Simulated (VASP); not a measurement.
Write the native input for VASP 6.6.1 that does the following.

* Task: single point
* Functional: PBE
* Potentials or basis: VASP PAW PBE potentials, release 64 (Be, I)
* Cutoff: 520 eV
* k mesh: 6 × 6 × 6
* Occupations: gaussian, width 0.1 eV
* Spin: no spin polarisation
* Dipole correction: no
* Further INCAR settings: ALGO = Normal; EDIFF = 1e-07; NBANDS = 14

The structure of Be3I lies in POSCAR:

```
Be3I
1.0
   -1.9428491083      1.9428491083      4.3398707353
    1.9428491083     -1.9428491083      4.3398707353
    1.9428491083      1.9428491083     -4.3398707353
Be I
3 1
Direct
    0.5000000000      0.5000000000      0.0000000000
    0.2500000000      0.7500000000      0.5000000000
    0.7500000000      0.2500000000      0.5000000000
    0.0000000000      0.0000000000      0.0000000000
```

One way to write it, as run:

INCAR

```
ALGO     = Normal         # electronic algorithm
EDIFF    = 1E-7           # SCF threshold, eV
ENCUT    = 520            # plane-wave cutoff, eV
GGA      = PE             # functional
ISIF     = 2              # what is computed and relaxed
ISMEAR   = 0              # smearing method
LASPH    = True           # aspherical terms in the spheres
LCHARG   = False          # write CHGCAR
LREAL    = False          # projectors in reciprocal space
LWAVE    = False          # write WAVECAR
NBANDS   = 14             # bands
NELM     = 60             # most SCF steps
PREC     = Accurate       # precision mode
SIGMA    = 0.1            # smearing width, eV
```

KPOINTS

```
k-points
0
Gamma
  6 6 6
```

Potentials or basis: VASP PAW PBE potentials, release 64 (Be, I).

Launch:

```bash
$ cat potpaw_PBE.64/Be/POTCAR potpaw_PBE.64/I/POTCAR > POTCAR
$ mpirun -np 1 vasp_std > vasp.out
```

It gave:

* Pressure: -4.2 GPa
* Band gap on the k mesh: zero (an odd number of electrons rules out a gap without spin polarisation)

Caveat: the cell stands under tension; spin-orbit coupling is left out, which moves the levels of the heavy elements.

Run time: 76 s on 1 thread of Intel Xeon 8259CL (shared host), peak memory 0.24 GiB.
